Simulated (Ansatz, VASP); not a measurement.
# One calculation of Te5Mo, two programs

INCAR

```
SYSTEM = Te5Mo
PREC = Accurate
ENCUT = 520
EDIFF = 1E-7
ISMEAR = 0
SIGMA = 0.1
LREAL = .False.
LASPH = .True.
NELM = 80
ALGO = Normal
ISIF = 2
LWAVE = .False.
LCHARG = .True.
GGA = PE
LELF = .True.
LVHAR = .True.
NBANDS = 31
```

Contents of KPOINTS:

```
regular mesh
0
Gamma
  4 4 4
  0 0 0
```

POSCAR

```
Te5Mo
1.0
    4.9703712800      0.0000000000      0.0000000000
    0.0000000000      4.9703712800      0.0000000000
    0.0000000000      0.0000000000      5.5970832300
Te Mo
5 1
Direct
    0.3382902400      0.0000000000      0.5000000000
    0.6617097600      0.0000000000      0.5000000000
    0.0000000000      0.3382902400      0.5000000000
    0.0000000000      0.6617097600      0.5000000000
    0.5000000000      0.5000000000      0.5000000000
    0.0000000000      0.0000000000      0.0000000000
```

Input for Ansatz:

```yaml
crystal:
  lattice:
    - [4.97037128, 0.0, 0.0]
    - [0.0, 4.97037128, 0.0]
    - [0.0, 0.0, 5.59708323]
  atoms:
    - { symbol: Te, position: [0.33829024, 0.0, 0.5] }
    - { symbol: Te, position: [0.66170976, 0.0, 0.5] }
    - { symbol: Te, position: [0.0, 0.33829024, 0.5] }
    - { symbol: Te, position: [0.0, 0.66170976, 0.5] }
    - { symbol: Te, position: [0.5, 0.5, 0.5] }
    - { symbol: Mo, position: [0.0, 0.0, 0.0] }
basis:
  ecutwfc: 420
kpoints:
  mp_grid: { grid: [4, 4, 4] }
hamiltonian:
  xc: pbe
scf:
  occupations: { method: gaussian, width: 0.1 }
  lower_state_search: "off"
output:
  forces: true
  stress: true
  eigenvalues: true
```

Alike in both runs: task single point; functional PBE; k mesh 4 × 4 × 4; occupations gaussian, width 0.1 eV; no spin polarisation.

|  | VASP | Ansatz |
| --- | --- | --- |
| version | VASP 6.6.1 | Ansatz 0.2.0 |
| potentials or method | VASP PAW PBE potentials, release 64 (Te, Mo_sv), cutoff 520 eV | scalar-relativistic, plane waves, PAW |
| valence electrons in the cell | 44 | 94 |

|  | VASP | Ansatz | Ansatz less VASP |
| --- | --- | --- | --- |
| gap on the k mesh at the Fermi level (eV) | none | none | - |
| rms of the force components (eV/Å) | 50.377 | 45.651 | -4.7260 |

Atom by atom the forces differ by 4.726 eV/Å (rms over components). A gap of «none» marks a metal or a gap that the smearing closes. VASP's potentials hold 44 valence electrons a cell and Ansatz's 94, so a difference there can come from the potentials and not from the codes.

Neither program's run includes spin-orbit coupling.
